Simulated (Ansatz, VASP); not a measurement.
NbVS3 in VASP and in Ansatz

```xyz
5
Lattice="4.5667 0.0000 0.0000 0.0000 4.5667 0.0000 0.0000 0.0000 4.5673" Properties=species:S:1:pos:R:3 pbc="T T T"
Nb    0.0000    0.0000    2.2227
V     2.2834    2.2834    4.5311
S     2.2834    0.0000    2.2211
S     0.0000    0.0000    4.5062
S     0.0000    2.2834    2.2211
```

Change from the starting cell: species swapped into the KAgCl3 type (P4mm, No. 99).

Alike in both runs: task single point; functional PBE; k mesh 4 × 4 × 4; occupations gaussian, width 0.1 eV; collinear spin.

```csv
,VASP,Ansatz
version,VASP 6.6.1,Ansatz 0.2.0
potentials or method,"VASP PAW PBE potentials, release 64 (Nb_sv, V_sv, S), cutoff 520 eV","scalar-relativistic, plane waves, PAW"
valence electrons in the cell,44,44
```

|  | VASP | Ansatz | Ansatz less VASP |
| --- | --- | --- | --- |
| gap on the k mesh at the Fermi level (eV) | none | none | - |
| pressure (GPa) | 14.6 | 15.6 | +1.00 |
| rms of the force components (eV/Å) | 0.026 | 0.020 | -0.0060 |
| net moment per atom (μB) | 0.03 | 0.72 | +0.695 |
| size of the moment on the site where the two differ most (μB) | 0.22 | 3.19 | +2.968 |

The net moments are unlike, so the other rows may belong to different states. Site moments also hang on the region over which each program counts them. Atom by atom the forces differ by 0.006 eV/Å (rms over components). A gap of «none» marks a metal or a gap that the smearing closes.
